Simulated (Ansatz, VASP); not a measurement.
## One calculation of Ti4Se, two programs

Contents of INCAR:

```
SYSTEM = Ti4Se
PREC = Accurate ; ENCUT = 600
EDIFF = 1E-6 ; ISMEAR = 0
SIGMA = 0.1 ; LREAL = .False.
LASPH = .True. ; NELM = 150
ALGO = Normal ; ISIF = 3
LWAVE = .False. ; LCHARG = .False.
ISPIN = 2 ; MAGMOM = 1 1 1 1 0
LORBIT = 11 ; LMAXMIX = 4
GGA = PE ; IBRION = 2
NSW = 90 ; EDIFFG = -0.04
```

The input KPOINTS:

```
Automatic mesh
0
Gamma
  4 4 4
  0 0 0
```

File POSCAR:

```
Ti4Se
1.0
    0.0000000000      3.5828429600      3.5828429600
    3.5828429600      0.0000000000      3.5828429600
    3.5828429600      3.5828429600      0.0000000000
Ti Se
4 1
Direct
    0.6314648800      0.6314648800      0.6314648800
    0.6314648800      0.6314648800      0.1056053700
    0.6314648800      0.1056053700      0.6314648800
    0.1056053700      0.6314648800      0.6314648800
    0.0000000000      0.0000000000      0.0000000000
```

Input for Ansatz:

```yaml
crystal:
  lattice:
    - [0.0, 3.58284296, 3.58284296]
    - [3.58284296, 0.0, 3.58284296]
    - [3.58284296, 3.58284296, 0.0]
  atoms:
    - { symbol: Ti, position: [0.63146488, 0.63146488, 0.63146488], spin: 1.0 }
    - { symbol: Ti, position: [0.63146488, 0.63146488, 0.10560537], spin: 1.0 }
    - { symbol: Ti, position: [0.63146488, 0.10560537, 0.63146488], spin: 1.0 }
    - { symbol: Ti, position: [0.10560537, 0.63146488, 0.63146488], spin: 1.0 }
    - { symbol: Se, position: [0.0, 0.0, 0.0] }
basis:
  ecutwfc: 420
kpoints:
  mp_grid: { grid: [4, 4, 4] }
hamiltonian:
  xc: pbe
scf:
  occupations: { method: gaussian, width: 0.1 }
  lower_state_search: "off"
output:
  forces: true
  stress: true
  eigenvalues: true
  populations: true
magnetization:
  spin_polarized: true
relax:
  adjacent_minimum: "off"
  f_tol: 0.04
  max_steps: 70
  cell: { stress_tol: 0.4 }
```

Alike in both runs: task relaxation of cell and atoms; functional PBE; k mesh 4 × 4 × 4; occupations gaussian, width 0.1 eV; collinear spin.

```csv
,VASP,Ansatz
version,VASP 6.6.1,Ansatz 0.2.0
potentials or method,"VASP PAW PBE potentials, release 64 (Ti_sv, Se), cutoff 600 eV","scalar-relativistic, plane waves, PAW"
valence electrons in the cell,54,64
```

Ansatz gave:

* gap on the k mesh at the Fermi level, each at its own relaxed structure (eV): none
* net moment per atom (μB): 0.00
* relaxed volume (Å³/atom): 20.60
* relaxed cell length with the largest relative difference (Å): 5.261

**Question.** What did VASP give for the same quantities?

**Answer.** gap on the k mesh at the Fermi level, each at its own relaxed structure (eV): none; net moment per atom (μB): 0.00; relaxed volume (Å³/atom): 20.59; relaxed cell length with the largest relative difference (Å): 5.261.

A gap of «none» marks a metal or a gap that the smearing closes. VASP's potentials hold 54 valence electrons a cell and Ansatz's 64, so a difference there can come from the potentials and not from the codes. Ansatz's warnings: seeded moment not kept.

The k mesh is coarse, so the values compare programs but aren't converged.
